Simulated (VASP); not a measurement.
Input of a VASP 6.6.1 run:

The input INCAR:

```
SYSTEM = CsMo3P
ALGO = Normal
EDIFF = 1E-6
ENCUT = 520
GGA = PE
ISIF = 2
ISMEAR = 0
LASPH = .True.
LCHARG = .True.
LELF = .True.
LREAL = .False.
LVHAR = .True.
LWAVE = .False.
NBANDS = 36
NELM = 100
PREC = Accurate
SIGMA = 0.1
```

File KPOINTS:

```
k-points
0
Gamma
  6 6 4
  0 0 0
```

File POSCAR:

```
CsMo3P
1.0
    5.4550120357      0.0000000000      0.0000000000
   -2.7275060179      4.7241790009      0.0000000000
    0.0000000000      0.0000000000      5.6838187916
Cs Mo P
1 3 1
Direct
    0.0000000000      0.0000000000      0.5000000000
    0.5000000000      0.0000000000      0.5000000000
    0.0000000000      0.5000000000      0.5000000000
    0.5000000000      0.5000000000      0.5000000000
    0.0000000000      0.0000000000      0.0000000000
```

Potentials or basis: VASP PAW PBE potentials, release 64 (Cs_sv, Mo_sv, P).

The run is started by

```sh
$ cat potpaw_PBE.64/Cs_sv/POTCAR potpaw_PBE.64/Mo_sv/POTCAR potpaw_PBE.64/P/POTCAR > POTCAR
$ mpirun -np 1 vasp_std > vasp.out
```

(1) Estimate the band gap on the k mesh.

(2) Estimate the pressure.

## Answers

(1) zero (band 28 reaches 4.36 eV, above the bottom of band 29 at 3.82 eV).

(2) 1.2 GPa.

Caveat: spin-orbit coupling is left out, which moves the levels of the heavy elements.
